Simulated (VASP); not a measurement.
Wanted: the native input for a VASP 6.6.1 run.

* Task: relaxation of cell and atoms
* Functional: PBE
* Potentials or basis: VASP PAW PBE potentials, release 64 (Nb_sv, B, P)
* Cutoff: 600 eV
* k mesh: 12 × 12 × 12
* Occupations: gaussian, width 0.1 eV
* Spin: no spin polarisation
* Dipole correction: no
* Further INCAR settings: ALGO = Normal; EDIFF = 1e-07; IBRION = 2; EDIFFG = -0.01; NSW = 100; ISIF = 3

The structure of NbB2P3 lies in POSCAR:

```
NbB2P3
1.0
    5.2599246011      0.0000000000      0.0000000000
   -2.6299623005      4.5552283265      0.0000000000
    0.0000000000      0.0000000000      2.9523979581
Nb B P
1 2 3
Direct
    0.0000000000      0.0000000000      0.0000000000
    0.3333333333      0.6666666667      0.0000000000
    0.6666666667      0.3333333333      0.0000000000
    0.5000000000      0.0000000000      0.5000000000
    0.5000000000      0.5000000000      0.5000000000
    0.0000000000      0.5000000000      0.5000000000
```

The cell was generated, and may not be a known phase.

These files were run (other wordings do the same):

INCAR

```
  ALGO = Normal
  EDIFF = 1E-7
  EDIFFG = -0.01
  ENCUT = 600
  GGA = PE
  IBRION = 2
  ISIF = 3
  ISMEAR = 0
  LASPH = T
  LCHARG = F
  LREAL = F
  LWAVE = F
  NELM = 60
  NSW = 100
  PREC = Accurate
  SIGMA = 0.1
```

KPOINTS

```
k-points
0
Gamma
  12 12 12
```

Potentials or basis: VASP PAW PBE potentials, release 64 (Nb_sv, B, P).

Run with:

```sh
$ cat potpaw_PBE.64/Nb_sv/POTCAR potpaw_PBE.64/B/POTCAR potpaw_PBE.64/P/POTCAR > POTCAR
$ mpirun -np 1 vasp_std > vasp.out
```

Results of the run:

The relaxed volume is 11.87 Å³/atom, the relaxed cell is a = 5.315 Å, b = 5.315 Å, c = 2.912 Å, α = 90.00°, β = 90.00°, γ = 120.00° and the space group after relaxing (to 0.1 Å) is P6/mmm (No. 191). The energy gained by relaxing is 2.9 meV/atom and the ionic steps are 6. The pressure after relaxing is 0.0 GPa and the band gap on the k mesh is zero (bands 17 and 18 overlap by 2.92 eV).

Run time: 16 min on 1 thread of Intel(R) Xeon(R) Platinum 8259CL CPU @ 2.50GHz (Skylake/Cascade Lake), with other jobs on the host, peak memory 0.39 GiB.
